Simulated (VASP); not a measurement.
Input of a VASP 6.6.1 run:

Contents of POSCAR:

```
SrB6
1.0
    4.1886092694      0.0000000000      0.0000000000
    0.0000000000      4.1886092694      0.0000000000
    0.0000000000      0.0000000000      4.1886092694
Sr B
1 6
Direct
    0.0000000000      0.0000000000      0.0000000000
    0.5000000000      0.5000000000      0.2034077660
    0.5000000000      0.5000000000      0.7965922340
    0.2034077660      0.5000000000      0.5000000000
    0.7965922340      0.5000000000      0.5000000000
    0.5000000000      0.2034077660      0.5000000000
    0.5000000000      0.7965922340      0.5000000000
```

File INCAR.step1:

```
PREC = Accurate ; ENCUT = 520
ISMEAR = 0 ; SIGMA = 0.1
LREAL = F ; LASPH = T
NELM = 80 ; NBANDS = 23
GGA = PE ; ALGO = Normal
EDIFF = 1E-4 ; LWAVE = T
LCHARG = F
```

File INCAR.step2:

```
PREC = Accurate ; ENCUT = 520
EDIFF = 1E-7 ; ISMEAR = 0
SIGMA = 0.1 ; LREAL = F
LASPH = T ; NELM = 80
ALGO = Normal ; ISIF = 2
LWAVE = F ; LCHARG = F
METAGGA = R2SCAN ; LMIXTAU = T
NBANDS = 23 ; ISTART = 1
```

The input KPOINTS:

```
Automatic mesh
0
Gamma
  8 8 8
```

Potentials or basis: VASP PAW PBE potentials, release 64 (Sr_sv, B).

Run with:

```sh
$ cat potpaw_PBE.64/Sr_sv/POTCAR potpaw_PBE.64/B/POTCAR > POTCAR
$ cp INCAR.step1 INCAR
$ mpirun -np 1 vasp_std > vasp.out
$ cp INCAR.step2 INCAR
$ mpirun -np 1 vasp_std > vasp.out
```

Problem. Predict the largest force.

Solution. 0.023 eV/Å.

Problem. What does it give for the pressure?

Solution. 0.3 GPa.

Forces on the atoms (eV/Å):
```
Sr   0.000  0.000  0.000
B    0.000  0.000 -0.023
B    0.000  0.000  0.023
B   -0.023  0.000  0.000
B    0.023  0.000  0.000
B    0.000 -0.023  0.000
B    0.000  0.023  0.000
```

Caveat: the PAW data sets were made with another functional, which shifts forces and pressure a little.
